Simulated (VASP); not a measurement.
Here is a VASP 6.6.1 calculation.

Contents of INCAR:

```
SYSTEM = Rh
  PREC = Accurate
  ENCUT = 520
  EDIFF = 1E-7
  ISMEAR = 0
  SIGMA = 0.1
  LREAL = .False.
  LASPH = .True.
  NELM = 60
  ALGO = Fast
  ISIF = 2
  LWAVE = .False.
  LCHARG = .False.
  GGA = PE
  NBANDS = 38
```

Contents of KPOINTS:

```
Automatic mesh
0
Gamma
  6 6 4
  0 0 0
```

POSCAR

```
Rh
1.0
    1.9184061001     -4.2429828510      0.0000000000
    1.9184061001      4.2429828510      0.0000000000
    0.0000000000      0.0000000000      3.8115054016
Rh
4
Direct
    0.1434410532      0.8565589468     -0.0000097233
    0.6434410532      0.3565589468      0.5000097233
    0.8565589468      0.1434410532      1.0000097233
    0.3565589468      0.6434410532      0.4999902767
```

Potentials or basis: VASP PAW PBE potentials, release 64 (Rh_pv).

Command:

```console
$ cat potpaw_PBE.64/Rh_pv/POTCAR > POTCAR
$ mpirun -np 1 vasp_std > vasp.out
```

What does it give for the largest force?

0.013 eV/Å.

Estimate the band gap on the k mesh.

zero (bands 30 and 31 overlap by 1.51 eV).

Predict the pressure.

-0.1 GPa.

Forces in eV/Å, atoms in the order of the input:
```
Rh   0.000  0.013  0.000
Rh   0.000  0.013  0.000
Rh   0.000 -0.013  0.000
Rh   0.000 -0.013  0.000
```

Caveat: the k points lie up to 0.41 Å⁻¹ apart, too coarse for converged energies and pressures of a metal.
